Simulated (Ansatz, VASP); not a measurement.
# Hg in VASP and in Ansatz

INCAR

```
SYSTEM = Hg
ALGO = Normal
EDIFF = 1E-6
ENCUT = 520
GGA = PE
ISIF = 2
ISMEAR = -1
LASPH = .TRUE.
LCHARG = .FALSE.
LREAL = .FALSE.
LWAVE = .FALSE.
NBANDS = 25
NELM = 100
PREC = Accurate
SIGMA = 0.05
```

The input KPOINTS:

```
k-points
0
G
  7 7 7
  0 0 0
```

File POSCAR:

```
Hg
1.0
    4.5095292832      0.0000000000      0.0000000000
   -2.2547646416      3.9053669184      0.0000000000
    0.0000000000      0.0000000000      3.8440260630
Hg
3
Direct
    0.6666666667      0.3333333333      0.5000000000
    0.0000000000      0.0000000000      0.0000000000
    0.3333333333      0.6666666667      0.5000000000
```

input.yaml

```yaml
crystal:
  lattice:
    - [4.5095292832, 0.0, 0.0]
    - [-2.2547646416, 3.9053669184, 0.0]
    - [0.0, 0.0, 3.844026063]
  atoms:
    - { symbol: Hg, position: [0.6666666667, 0.3333333333, 0.5] }
    - { symbol: Hg, position: [0.0, 0.0, 0.0] }
    - { symbol: Hg, position: [0.3333333333, 0.6666666667, 0.5] }
hamiltonian:
  xc: pbe
  pseudopotentials: { kind: paw }
kpoints:
  mp_grid: { grid: [7, 7, 7] }
scf:
  occupations: { method: fermi_dirac, width: 0.05 }
output:
  forces: true
  stress: true
  eigenvalues: true
```

Alike in both runs: task single point; functional PBE; k mesh 7 × 7 × 7; occupations fermi-dirac, width 0.05 eV; no spin polarisation.

|  | VASP | Ansatz |
| --- | --- | --- |
| version | VASP 6.6.1 | Ansatz 0.2.0 |
| potentials or method | VASP PAW PBE potentials, release 64 (Hg) | Ansatz PAW |
| plane-wave cutoff (eV) | 520 | 420 |
| valence electrons in the cell | 36 | 60 |

Ansatz gave:

| Item | Value |
| --- | --- |
| gap on the k mesh at the Fermi level (eV) | none |
| pressure (GPa) | 14.6 |
| traceless stress, the component that is largest in VASP (GPa) | -9.91 |

Task: Estimate VASP's values.

Result: gap on the k mesh at the Fermi level (eV): none; pressure (GPa): 15.5; traceless stress, the component that is largest in VASP (GPa): -10.53.

A gap of «none» marks a metal or a gap that the smearing closes. VASP's potentials hold 36 valence electrons a cell and Ansatz's 60, so a difference there can come from the potentials and not from the codes.

Spin-orbit coupling is off throughout.
